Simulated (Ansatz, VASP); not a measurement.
# Cs in VASP and in Ansatz

File POSCAR:

```
Cs
1.0
   -2.9709361500      2.9709361500      2.9709361500
    2.9709361500     -2.9709361500      2.9709361500
    2.9709361500      2.9709361500     -2.9709361500
Cs
1
Direct
    0.0000000000      0.0000000000      0.0000000000
```

File INCAR.step1:

```
  ALGO = Normal
  EDIFF = 1E-4
  ENCUT = 520
  GGA = PE
  ISMEAR = 0
  LASPH = T
  LCHARG = F
  LREAL = F
  LWAVE = T
  NBANDS = 10
  NELM = 80
  PREC = Accurate
  SIGMA = 0.1
```

The input INCAR.step2:

```
  ALGO = Normal
  EDIFF = 1E-6
  ENCUT = 520
  ISIF = 2
  ISMEAR = 0
  ISTART = 1
  LASPH = T
  LCHARG = F
  LMIXTAU = T
  LREAL = F
  LWAVE = F
  METAGGA = R2SCAN
  NBANDS = 10
  NELM = 80
  PREC = Accurate
  SIGMA = 0.1
```

The input KPOINTS:

```
k-points
0
Gamma
  10 10 10
```

Input for Ansatz:

```yaml
crystal:
  lattice:
    - [-2.97093615, 2.97093615, 2.97093615]
    - [2.97093615, -2.97093615, 2.97093615]
    - [2.97093615, 2.97093615, -2.97093615]
  atoms:
    - { symbol: Cs, position: [0.0, 0.0, 0.0] }
basis:
  ecutwfc: 500
kpoints:
  mp_grid: { grid: [10, 10, 10] }
hamiltonian:
  xc: r2scan
scf:
  occupations: { method: gaussian, width: 0.1 }
output:
  forces: true
  stress: true
  eigenvalues: true
```

Alike in both runs: task single point; functional r2SCAN; k mesh 10 × 10 × 10; occupations gaussian, width 0.1 eV; no spin polarisation.

```csv
,VASP,Ansatz
version,VASP 6.6.1,Ansatz 0.2.0
potentials or method,"VASP PAW PBE potentials, release 64 (Cs_sv), cutoff 520 eV","scalar-relativistic, plane waves, PAW"
valence electrons in the cell,9,9
```

|  | VASP | Ansatz | Ansatz less VASP |
| --- | --- | --- | --- |
| gap on the k mesh at the Fermi level (eV) | none | none | - |
| pressure (GPa) | 0.4 | 0.4 | +0.01 |

VASP's potentials were made for PBE, not for r2SCAN. A gap of «none» marks a metal or a gap that the smearing closes.

Spin-orbit coupling is off throughout.
